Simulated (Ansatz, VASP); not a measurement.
## Two plane-wave programs on Si2Mo

```
Si Mo
1.0
     4.53529    0.00000    0.00000
     2.27744    3.92200    0.00000
    -3.40636   -1.96100    2.26274
Si Mo
2 1
Direct
  0.33300 0.33300 0.00000
  0.66700 0.66700 0.00000
  0.00000 0.00000 0.00000
```

Alike in both runs: task single point; functional PBEsol; k mesh 13 × 13 × 13; occupations fermi-dirac, width 0.15 eV; no spin polarisation.

```csv
,VASP,Ansatz
version,VASP 6.6.1,Ansatz 0.2.0
potentials or method,"VASP PAW PBE potentials, release 64 (Si, Mo_sv), cutoff 520 eV","plane waves, PAW"
valence electrons in the cell,22,22
```

```csv
,VASP,Ansatz,Ansatz less VASP
pressure (GPa),-2.2,-2.6,-0.38
"traceless stress, the component that is largest in VASP (GPa)",-0.41,-0.42,-0.008
```

VASP's potentials were made for PBE, not for PBEsol. With one functional, cell and mesh, what is left measures potentials, basis and numerics.
